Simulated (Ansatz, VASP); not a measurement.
Sr: VASP beside Ansatz

The input INCAR:

```
  PREC = Accurate
  ENCUT = 500
  EDIFF = 1E-6
  ISMEAR = 0
  SIGMA = 0.1
  LREAL = F
  LASPH = T
  NELM = 120
  ALGO = Normal
  ISIF = 2
  LWAVE = F
  LCHARG = F
  GGA = PE
  NBANDS = 22
  GGA_COMPAT = F
```

File KPOINTS:

```
Automatic mesh
0
Gamma
  4 4 2
```

File POSCAR:

```
Sr
1.0
    3.7437411953     -2.1636345507      0.0000000000
    3.7437411953      2.1636345507      0.0000000000
   -2.5249313947      0.0000000000     10.5801523658
Sr
3
Direct
    0.0000000000      0.0000000000      0.5000000000
    0.2223443500      0.2223443500      0.1666707800
    0.7776556500      0.7776556500      0.8333292200
```

Input for Ansatz:

```yaml
crystal:
  lattice:
    - [3.7437411953, -2.1636345507, 0.0]
    - [3.7437411953, 2.1636345507, 0.0]
    - [-2.5249313947, 0.0, 10.5801523658]
  atoms:
    - { symbol: Sr, position: [0.0, 0.0, 0.5] }
    - { symbol: Sr, position: [0.22234435, 0.22234435, 0.16667078] }
    - { symbol: Sr, position: [0.77765565, 0.77765565, 0.83332922] }
basis:
  ecutwfc: 420
kpoints:
  mp_grid: { grid: [4, 4, 2] }
hamiltonian:
  xc: pbe
scf:
  occupations: { method: gaussian, width: 0.1 }
output:
  forces: true
  stress: true
  eigenvalues: true
```

Alike in both runs: task single point; functional PBE; k mesh 4 × 4 × 2; occupations gaussian, width 0.1 eV; no spin polarisation.

```csv
,VASP,Ansatz
version,VASP 6.6.1,Ansatz 0.2.0
potentials or method,"VASP PAW PBE potentials, release 64 (Sr_sv), cutoff 500 eV","scalar-relativistic, plane waves, PAW"
valence electrons in the cell,30,30
```

Ansatz gave:

* gap on the k mesh at the Fermi level (eV): none
* pressure (GPa): -0.4
* traceless stress, the component that is largest in VASP (GPa): 0.49
* rms of the force components (eV/Å): 0.008

Q: Which values does VASP return?

A: gap on the k mesh at the Fermi level (eV): none; pressure (GPa): -0.4; traceless stress, the component that is largest in VASP (GPa): 0.49; rms of the force components (eV/Å): 0.009.

Atom by atom the forces differ by 0.000 eV/Å (rms over components). A gap of «none» marks a metal or a gap that the smearing closes. With one functional, cell and mesh, what is left measures potentials, basis and numerics.

The k mesh is coarse, so the values compare programs but aren't converged.
